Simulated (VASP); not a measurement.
# O (P2/c) in VASP: settings compared, part 3 of 3

VASP 6.6.1.

**6. Single point, r2SCAN**

File POSCAR:

```
O
1.0
    4.0422515653      0.0000000000     -0.0511313397
    0.0000000000      4.0261632083      0.0000000000
   -1.0645947909      0.0000000000      2.7914438857
O
4
Direct
    0.3398634887      0.6842025571      0.6702336616
    0.6601365113      0.6842025571      0.8297663384
    0.6601365113      0.3157974429      0.3297663384
    0.3398634887      0.3157974429      0.1702336616
```

File INCAR.step1:

```
SYSTEM = O
PREC     = Accurate       ! precision mode
ENCUT    = 520            ! plane-wave cutoff, eV
ISMEAR   = 0              ! smearing method
SIGMA    = 0.01           ! smearing width, eV
LREAL    = .False.        ! projectors in reciprocal space
LASPH    = .True.         ! aspherical terms in the spheres
NELM     = 60             ! most SCF steps
ISYM     = 0            
NBANDS   = 20             ! bands
GGA      = PE             ! functional
ALGO     = Normal         ! electronic algorithm
EDIFF    = 1E-4           ! SCF threshold, eV
LWAVE    = .True.         ! write WAVECAR
LCHARG   = .False.        ! write CHGCAR
```

File INCAR.step2:

```
SYSTEM = O
PREC     = Accurate       ! precision mode
ENCUT    = 520            ! plane-wave cutoff, eV
EDIFF    = 1E-6           ! SCF threshold, eV
ISMEAR   = 0              ! smearing method
SIGMA    = 0.01           ! smearing width, eV
LREAL    = .False.        ! projectors in reciprocal space
LASPH    = .True.         ! aspherical terms in the spheres
NELM     = 60             ! most SCF steps
ALGO     = Normal         ! electronic algorithm
ISIF     = 2              ! what is computed and relaxed
LWAVE    = .False.        ! write WAVECAR
LCHARG   = .False.        ! write CHGCAR
METAGGA  = R2SCAN         ! meta-GGA
LMIXTAU  = .True.       
ISYM     = 0            
NBANDS   = 20             ! bands
ISTART   = 1
```

File KPOINTS:

```
Automatic mesh
0
Gamma
  6 4 6
  0 0 0
```

Potentials or basis: VASP PAW PBE potentials, release 64 (O).

Launch:

```sh
$ cat potpaw_PBE.64/O/POTCAR > POTCAR
$ cp INCAR.step1 INCAR
$ mpirun -np 1 vasp_std > vasp.out
$ cp INCAR.step2 INCAR
$ mpirun -np 1 vasp_std > vasp.out
```

OUTCAR:

```text
SYSTEM = O
   PREC = Accurate
   ENCUT = 520
   EDIFF = 1E-6
   ISMEAR = 0
   LREAL = .False.
   LASPH = .True.
   NELM = 60
   ISIF = 2
   METAGGA = R2SCAN
   ISYM = 0
   ISTART = 1

 ion  position               nearest neighbor table
   1  0.340  0.684  0.670-   2 1.20
   2  0.660  0.684  0.830-   1 1.20
   3  0.660  0.316  0.330-   4 1.20
   4  0.340  0.316  0.170-   3 1.20

IMPORTANT INFORMATION: All symmetrisations will be switched off!
NOSYMM: (Re-)initialisation of all symmetry stuff for point group C_1.

----------------------------------------------------------------------------------------

                                     Primitive cell

  volume of cell :      45.2109

  direct lattice vectors                    reciprocal lattice vectors
     4.042251565  0.000000000 -0.051131340     0.248586092  0.000000000  0.094805222
     0.000000000  4.026163208  0.000000000     0.000000000  0.248375426  0.000000000
    -1.064594791  0.000000000  2.791443886     0.004553393  0.000000000  0.359974106

  length of vectors
     4.042574938  4.026163208  2.987561051     0.266050888  0.248375426  0.360002904

  position of ions in fractional coordinates (direct lattice)
     0.339863489  0.684202557  0.670233662
     0.660136511  0.684202557  0.829766338
     0.660136511  0.315797443  0.329766338
     0.339863489  0.315797443  0.170233662

  ion indices of the primitive-cell ions
   primitive index   ion index
                 1           1
                 2           2
                 3           3
                 4           4

----------------------------------------------------------------------------------------

 KPOINTS: Automatic mesh

Automatic generation of k-mesh.
 Grid dimensions read from file:
 generate k-points for:    6    4    6

[... 73 lines left out ...]
   PSTRESS=    0.0 pullay stress
   NELECT =      24.0000    total number of electrons
   NUPDOWN=      -1.0000    fix difference up-down
   EMIN   =  10.00;   EMAX   =-10.00  energy-range for DOS
   EFERMI =   0.00;   METHOD = LEGACY
   ISMEAR =     0;   SIGMA  =   0.01  broadening in eV -4-tet -1-fermi 0-gaus
   EFERMI_NEDOS =   21; number of points for ismear=-14 and -15
   IALGO  =     38    algorithm
   IMIX   =      4    mixing-type and parameters
     AMIX     =   0.40;   BMIX     =  1.00
     AMIX_MAG =   1.60;   BMIX_MAG =  1.00
  volume/ion in A,a.u.               =      11.30        76.27
  Fermi-wavevector in a.u.,A,eV,Ry     =   1.325554  2.504934 23.906707  1.757093
  Thomas-Fermi vector in A             =   2.455006
   LORBIT       =      0    0 simple, 1 ext, 2 COOP (PROOUT), +10 PAW based schemes
   METAGGA = R2SCAN    functional components
   LHFCALC =     F    Hartree Fock is set to
   AEXX    =    0.0000 exact exchange contribution
   IVDW    =     0    specifies the selected vdW correction
   LEPSILON=     F    determine dielectric tensor
   LRPA    =     F    only Hartree local field effects (RPA)
 non-spin polarized calculation
 Gauss-broadening in eV      SIGMA  =   0.01
  energy-cutoff  :      520.00
  volume of cell :       45.21
 maximum number of plane-waves:      1235
   NGX = 15   NGY = 15   NGZ = 11

 number of electron      23.9999992 magnetization

 Free energy of the ion-electron system (eV)
  ---------------------------------------------------
  ext. energy  EPLUGINS =         0.00000000
  ---------------------------------------------------
  free energy    TOTEN  =       -23.15631995 eV

  energy without entropy =      -23.15631995  energy(sigma->0) =      -23.15631995

 E-fermi :  -0.1849     XC(G=0):  -9.8480

 val. band max:       -0.2989886767   @ k =   0.0000   0.5000   0.0000
 cond. band min:       0.6895355178   @ k =   0.5000   0.5000   0.0000
 fundamental gap:      0.9885241945
 Fermi energy:        -0.1849452208

 k-point     1 :       0.0000    0.0000    0.0000
  band No.  band energies     occupation
      1     -29.2593      2.00000
      2     -27.4491      2.00000
      3     -15.7356      2.00000
      4     -13.4843      2.00000
      5      -9.4699      2.00000
      6      -8.5528      2.00000
[... 541 lines left out ...]
     19      14.4735      0.00000
     20      17.1625      0.00000

 [... further k-points ...]
[... 5 lines left out ...]
  --------------------------------------------------------------------------------------
  -------------------------------------------------------------------------------------
  Total        3.2261246      0.1870993      0.6441155      0.0000031      0.0000010      1.1497689
  in kB      114.3268591      6.6303923     22.8260560      0.0001098      0.0000367     40.7453175
  external PRESSURE =      47.9277692 kB  Pullay stress =       0.0000000 kB

 VOLUME and BASIS-vectors are now :
 -----------------------------------------------------------------------------
  energy-cutoff  :      520.00
  volume of cell :       45.21
      direct lattice vectors                 reciprocal lattice vectors
     4.042251565  0.000000000 -0.051131340     0.248586092  0.000000000  0.094805222
     0.000000000  4.026163208  0.000000000     0.000000000  0.248375426  0.000000000
    -1.064594791  0.000000000  2.791443886     0.004553393  0.000000000  0.359974106

 POSITION                                       TOTAL-FORCE (eV/Angst)
 -----------------------------------------------------------------------------------
      0.66029      2.75471      1.85354        -1.357241     -0.008090     -0.517909
      1.78507      2.75471      2.28249         1.357239     -0.008071      0.517909
      2.31737      1.27145      0.88677         1.357180      0.008070      0.517888
      1.19258      1.27145      0.45782        -1.357178      0.008092     -0.517888
 -----------------------------------------------------------------------------------
    total drift:                                0.000165      0.000157      0.000062

  FREE ENERGIE OF THE ION-ELECTRON SYSTEM (eV)
  ---------------------------------------------------
  free  energy   TOTEN  =       -23.1563199500 eV

  energy  without entropy=      -23.1563199500  energy(sigma->0) =      -23.15631995
```

Run time: 2.8 min. Hardware: 1 thread of Intel Xeon 8259CL, shared host; peak memory 0.18 GiB.

Results:

* Free energy: -23.1563 eV
* Pressure: 4.8 GPa
* Largest force: 1.453 eV/Å
* Band gap on the k mesh: 0.99 eV (least direct gap 1.03 eV)

Forces on the atoms (eV/Å):
```
O   -1.357 -0.008 -0.518
O    1.357 -0.008  0.518
O    1.357  0.008  0.518
O   -1.357  0.008 -0.518
```

Levels at points of the mesh, in eV from the valence-band top:
```
           k point  band 10  band 11  band 12  band 13  band 14  band 15
(0.00, 0.00, 0.00)    -4.81    -0.59    -0.51     1.98     2.03     9.75
(0.50, 0.00, 0.00)    -4.90    -1.10    -0.15     2.02     2.21     7.73
(0.00, 0.50, 0.00)    -5.11    -0.37     0.00     1.30     1.83    10.79
(0.50, 0.50, 0.00)    -5.20    -0.18    -0.04     0.99     2.06     8.64
(0.00, 0.00, 0.50)    -5.22    -1.00    -1.00     1.79     1.79    10.72
(0.50, 0.00, 0.50)    -5.22    -1.01    -1.01     1.78     1.78    10.71
(0.00, 0.50, 0.50)    -4.56    -1.50    -1.50     2.38     2.38    10.84
(0.50, 0.50, 0.50)    -4.55    -1.51    -1.51     2.38     2.38    10.83
```

Caveat: the standard files for N, O and F lose accuracy on very short bonds; spin is off for a triplet molecule; the stress differs along the axes, from 1 to 11 GPa; the PAW data sets were made with another functional, which shifts forces and pressure a little.

**7. Summary**

| level | k mesh | smearing | gap on the mesh (eV) | pressure (GPa) | largest force (eV/Å) |
| --- | --- | --- | --- | --- | --- |
| r2SCAN | 6 × 4 × 6 | fermi-dirac 0.05 eV | 0.99 | 4.8 | 1.45 |
| r2SCAN | 6 × 4 × 6 | gaussian 0.01 eV | 0.99 | 4.8 | 1.45 |
| r2SCAN+rVV10 | 6 × 4 × 6 | gaussian 0.01 eV | 0.97 | 3.9 | 1.52 |
| r2SCAN | 6 × 4 × 6, shifted | gaussian 0.01 eV | 1.35 | 4.8 | 1.45 |

Alike in all rows: task single point; potentials or basis VASP PAW PBE potentials, release 64 (O); no spin polarisation; cell as given; cutoff (eV) 520.

On the cell as given the gap runs from 0.97 eV (r2SCAN+rVV10) to 1.35 eV (r2SCAN). The pressure there spans 3.9 GPa (r2SCAN+rVV10) to 4.8 GPa (r2SCAN); a positive pressure means that this level wants a larger cell, a negative one a smaller.

Caveats: the standard files for N, O and F lose accuracy on very short bonds; spin is off for a triplet molecule; the PAW data sets were made with another functional, which shifts forces and pressure a little; the stress differs along the axes, from 1 to 11 GPa (at least some runs); the stress differs along the axes, from -0 to 11 GPa (at least some runs); a shifted mesh leaves out Γ, where band edges can lie (at least some runs).

Absolute energies hang on the potentials; compare differences alone.
